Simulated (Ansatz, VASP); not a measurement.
# Ga3BAs4: VASP beside Ansatz

```xyz
8
Lattice="-2.7587 2.7587 5.4756 2.7587 -2.7587 5.4756 2.7587 2.7587 -5.4756" Properties=species:S:1:pos:R:3 pbc="T T T"
Ga    0.0000    0.0000    0.0000
Ga    2.7587    0.0000    2.7378
Ga    0.0000    2.7587    2.7378
B     0.0000    0.0000    5.4756
As    1.2158    1.2158    4.2197
As    1.5429    1.5429   -1.2559
As   -1.2158    1.2158    6.7315
As    1.2158   -1.2158    6.7315
```

Alike in both runs: functional PBE; k mesh 8 × 8 × 8; occupations gaussian, width 0.02 eV; no spin polarisation.

Ansatz relaxed the structure, and its values are those at the end. VASP's run is a single point on that final structure, the one shown.

```csv
,VASP,Ansatz
version,VASP 6.6.1,Ansatz 0.2.0
potentials or method,"VASP PAW PBE potentials, release 64 (Ga_d, B, As), cutoff 520 eV","scalar-relativistic, plane waves, PAW"
valence electrons in the cell,62,102
```

```csv
,VASP,Ansatz,Ansatz less VASP
gap on the k mesh at the Fermi level (eV),0.66,0.66,-0.003
least direct gap on the mesh (eV),0.66,0.66,-0.003
pressure (GPa),0.2,0.0,-0.21
rms of the force components (eV/Å),0.005,0.000,-0.0048
```

VASP's potentials hold 62 valence electrons a cell and Ansatz's 102, so a difference there can come from the potentials and not from the codes.
